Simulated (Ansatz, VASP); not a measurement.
Sr2CuSO2: VASP beside Ansatz

Contents of INCAR:

```
SYSTEM = Sr2CuSO2
PREC     = Accurate       ! precision mode
ENCUT    = 820            ! plane-wave cutoff, eV
EDIFF    = 1E-6           ! SCF threshold, eV
ISMEAR   = -1             ! smearing method
SIGMA    = 0.05           ! smearing width, eV
LREAL    = .False.        ! projectors in reciprocal space
LASPH    = .True.         ! aspherical terms in the spheres
NELM     = 120            ! most SCF steps
ALGO     = Normal         ! electronic algorithm
ISIF     = 2              ! what is computed and relaxed
LWAVE    = .False.        ! write WAVECAR
LCHARG   = .False.        ! write CHGCAR
GGA      = PE             ! functional
NBANDS   = 38             ! bands
GGA_COMPAT= .False.
```

Contents of KPOINTS:

```
Automatic mesh
0
Gamma
  7 7 4
  0 0 0
```

File POSCAR:

```
Sr2CuSO2
1.0
    3.9023430000      0.0000000000      0.0000000000
    0.0000000000      3.9023430000      0.0000000000
    0.0000000000      0.0000000000      6.8812800000
Sr Cu S O
2 1 1 2
Direct
    0.0005330000      0.0006860000      0.7436110000
   -0.0005620000     -0.0049180000      0.2428590000
    0.4888360000      0.5063220000     -0.0036160000
    0.5091690000      0.4895400000      0.5033420000
    0.4971710000     -0.0007140000      0.0057550000
   -0.0032250000      0.4983540000     -0.0044160000
```

Contents of input.yaml:

```yaml
crystal:
  lattice:
    - [3.902343, 0.0, 0.0]
    - [0.0, 3.902343, 0.0]
    - [0.0, 0.0, 6.88128]
  atoms:
    - { symbol: Sr, position: [0.000533, 0.000686, 0.743611] }
    - { symbol: Sr, position: [-0.000562, -0.004918, 0.242859] }
    - { symbol: Cu, position: [0.488836, 0.506322, -0.003616] }
    - { symbol: S, position: [0.509169, 0.48954, 0.503342] }
    - { symbol: O, position: [0.497171, -0.000714, 0.005755] }
    - { symbol: O, position: [-0.003225, 0.498354, -0.004416] }
hamiltonian:
  xc: pbe
  pseudopotentials: { kind: paw }
kpoints:
  mp_grid: { grid: [7, 7, 4] }
scf:
  occupations: { method: fermi_dirac, width: 0.05 }
output:
  forces: true
  stress: true
  eigenvalues: true
  write_density: true
  write_potential: true
  elf: true
  volumetric_format: npy
```

Change from the starting cell: atoms moved at random, drawn with an rms of 0.05 Å.

Alike in both runs: task single point; functional PBE; k mesh 7 × 7 × 4; occupations fermi-dirac, width 0.05 eV; no spin polarisation.

|  | VASP | Ansatz |
| --- | --- | --- |
| version | VASP 6.6.1 | Ansatz 0.2.0 |
| potentials or method | VASP PAW PBE potentials, release 64 (Sr_sv, Cu_sv_GW, S, O) | Ansatz PAW |
| plane-wave cutoff (eV) | 820 | 420 |
| valence electrons in the cell | 57 | 57 |

```tsv
	VASP	Ansatz	Ansatz less VASP
gap on the k mesh at the Fermi level (eV)	none	none	-
pressure (GPa)	0.2	0.0	-0.17
traceless stress, the component that is largest in VASP (GPa)	0.15	0.14	-0.005
rms of the force components (eV/Å)	0.205	0.204	-0.0004
```

Atom by atom the forces differ by 0.018 eV/Å (rms over components). A gap of «none» marks a metal or a gap that the smearing closes. With one functional, cell and mesh, what is left measures potentials, basis and numerics.
